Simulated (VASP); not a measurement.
Wanted: the native input for a VASP 6.6.1 run.

```yaml
Task: single point
Functional: RPBE
Dispersion: D3(BJ)
Potentials_or_basis: VASP PAW PBE potentials, release 64 (Cd, S)
Cutoff: 520 eV
k_mesh: 7 × 7 × 4
Occupations: fermi-dirac, width 0.05 eV
Spin: no spin polarisation
Dipole_correction: no
Further_INCAR_settings: ALGO = Normal; EDIFF = 1e-06; NBANDS = 26
```

The structure of CdS lies in POSCAR:

```
CdS
1.0
    4.1500000000      0.0000000000      0.0000000000
   -2.0750000000      3.5940054257      0.0000000000
    0.0000000000      0.0000000000      6.7370000000
Cd S
2 2
Direct
    0.6666666667      0.3333333333      0.5000000000
    0.3333333333      0.6666666667      0.0000000000
    0.6666666667      0.3333333333      0.8750000000
    0.3333333333      0.6666666667      0.3750000000
```

One way to write it, as run:

INCAR

```
SYSTEM = CdS
  ALGO = Normal
  EDIFF = 1E-6
  ENCUT = 520
  GGA = RP
  ISIF = 2
  ISMEAR = -1
  IVDW = 12
  LASPH = .True.
  LCHARG = .False.
  LREAL = .False.
  LWAVE = .False.
  NBANDS = 26
  NELM = 80
  PREC = Accurate
  SIGMA = 0.05
```

KPOINTS

```
k-points
0
Gamma
  7 7 4
  0 0 0
```

Potentials or basis: VASP PAW PBE potentials, release 64 (Cd, S).

The run is started by

```sh
$ cat potpaw_PBE.64/Cd/POTCAR potpaw_PBE.64/S/POTCAR > POTCAR
$ mpirun -np 1 vasp_std > vasp.out
```

It gave:

```
Pressure                   : -4.0 GPa
Largest force              : 0.090 eV/Å
Band gap on the k mesh     : 1.38 eV
Dispersion energy per atom : -1.150 eV
```

Caveat: the cell stands under tension; the dispersion term is far too large for a dense solid, which distorts pressure and volume; the PAW data sets were made with another functional, which shifts forces and pressure a little.

It took 43 s on 1 thread of Intel(R) Xeon(R) Platinum 8259CL CPU @ 2.50GHz (Skylake/Cascade Lake) (shared host), peak memory 0.25 GiB.
